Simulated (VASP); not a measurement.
A run of VASP 6.6.1:

INCAR

```
SYSTEM = Ir
PREC = Accurate ; ENCUT = 520
EDIFF = 1E-7 ; ISMEAR = -1
SIGMA = 0.1 ; LREAL = .FALSE.
LASPH = .TRUE. ; NELM = 80
ALGO = Normal ; ISIF = 2
LWAVE = .FALSE. ; LCHARG = .FALSE.
GGA = PS ; NBANDS = 16
```

The input KPOINTS:

```
regular mesh
0
G
  11 11 11
  0 0 0
```

Contents of POSCAR:

```
Ir
1.0
    0.0000000000      2.7169510735      2.7169510735
    2.7169510735      0.0000000000      2.7169510735
    2.7169510735      2.7169510735      0.0000000000
Ir
2
Direct
    0.1250000000      0.1250000000      0.1250000000
    0.8750000000      0.8750000000      0.8750000000
```

Potentials or basis: VASP PAW PBE potentials, release 64 (Ir).

Launch:

```sh
$ cat potpaw_PBE.64/Ir/POTCAR > POTCAR
$ mpirun -np 1 vasp_std > vasp.out
```

Hardware: 1 thread of AMD EPYC 9R45 96-Core Processor (Zen 5), with other jobs on the host.

Estimate the wall time of this run.

It took 20 s on 1 thread of AMD EPYC 9R45 96-Core Processor (Zen 5), on a shared host, peak memory 0.15 GiB. Counts: scf iterations 13, k points 56.
